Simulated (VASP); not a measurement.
Input of a VASP 6.6.1 run:

File INCAR:

```
SYSTEM = CoO
PREC = Accurate ; ENCUT = 700
EDIFF = 1E-6 ; ISMEAR = 0
SIGMA = 0.05 ; LREAL = .FALSE.
LASPH = .TRUE. ; NELM = 200
ALGO = Normal ; ISIF = 2
LWAVE = .FALSE. ; LCHARG = .FALSE.
ISPIN = 2 ; MAGMOM = 2.87 0.26
LORBIT = 11 ; LMAXMIX = 4
LDAU = .TRUE. ; LDAUTYPE = 2
LDAUL = 2 -1 ; LDAUU = 3.3 0
LDAUJ = 0 0 ; LDAUPRINT = 1
GGA = B5 ; ALDAX = 1.0
AGGAX = 1.0 ; AGGAC = 1.0
ALDAC = 0.0 ; NBANDS = 22
GGA_COMPAT = .FALSE.
```

KPOINTS

```
regular mesh
0
G
  10 10 10
  0 0 0
```

POSCAR

```
CoO
1.0
    0.0000000000      2.1766440347      2.1766440347
    2.1766440347      0.0000000000      2.1766440347
    2.1766440347      2.1766440347      0.0000000000
Co O
1 1
Direct
    0.0000000000      0.0000000000      0.0000000000
    0.5000000000      0.5000000000      0.5000000000
```

Potentials or basis: VASP PAW PBE potentials, release 64 (Co_sv, O).

Launch:

```sh
$ cat potpaw_PBE.64/Co_sv/POTCAR potpaw_PBE.64/O/POTCAR > POTCAR
$ mpirun -np 1 vasp_std > vasp.out
```

Estimate the site moments.

Co +2.67; O +0.26 μB.

Estimate the band gap on the k mesh.

zero (filled and empty bands overlap).

What does it give for the pressure?

-4.5 GPa.

Eigenvalues of the final occupation matrices:
```
    site  spin  trace               eigenvalues
site 1 d     1   4.69  0.93 0.93 0.93 0.95 0.95
site 1 d     2   2.03  0.10 0.10 0.61 0.61 0.61
```

Caveat: the cell stands under tension; the PAW data sets were made with another functional, which shifts forces and pressure a little; a cell with one magnetic atom can't hold antiferromagnetic order, which such compounds often take. The state reached can hang on the start; a lower one may exist.
